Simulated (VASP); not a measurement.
Set up this calculation in VASP 6.6.1, as the native input.

```yaml
Task: single point
Functional: LDA
Potentials_or_basis: VASP PAW LDA potentials, release 64 (B, N)
Cutoff: 600 eV
k_mesh: 12 × 12 × 12
Occupations: gaussian, width 0.01 eV
Spin: no spin polarisation
Dipole_correction: no
Further_INCAR_settings: ALGO = Normal; EDIFF = 1e-06; NBANDS = 11
```

The structure of BN lies in POSCAR:

```
BN
1.0
    0.0000000000      1.7297629270      1.7297629270
    1.7297629270      0.0000000000      1.7297629270
    1.7297629270      1.7297629270      0.0000000000
B N
1 1
Direct
    0.0000000000      0.0000000000      0.0000000000
    0.7500000000      0.7500000000      0.7500000000
```

The input as run:

INCAR

```
PREC = Accurate
ENCUT = 600
EDIFF = 1E-6
ISMEAR = 0
SIGMA = 0.01
LREAL = F
LASPH = T
NELM = 120
ALGO = Normal
ISIF = 2
LWAVE = F
LCHARG = F
NBANDS = 11
GGA_COMPAT = F
```

KPOINTS

```
regular mesh
0
Gamma
  12 12 12
```

Potentials or basis: VASP PAW LDA potentials, release 64 (B, N).

The run is started by

```sh
$ cat potpaw_LDA.64/B/POTCAR potpaw_LDA.64/N/POTCAR > POTCAR
$ mpirun -np 1 vasp_std > vasp.out
```

It gave:

```yaml
Pressure: 51.2 GPa
Band_gap_on_the_k_mesh: 4.49 eV, indirect (least direct gap 9.31 eV)
```

Run time: 6.5 s on 1 thread of Intel(R) Xeon(R) Platinum 8259CL CPU @ 2.50GHz (Skylake/Cascade Lake), on a shared host, peak memory 0.11 GiB.
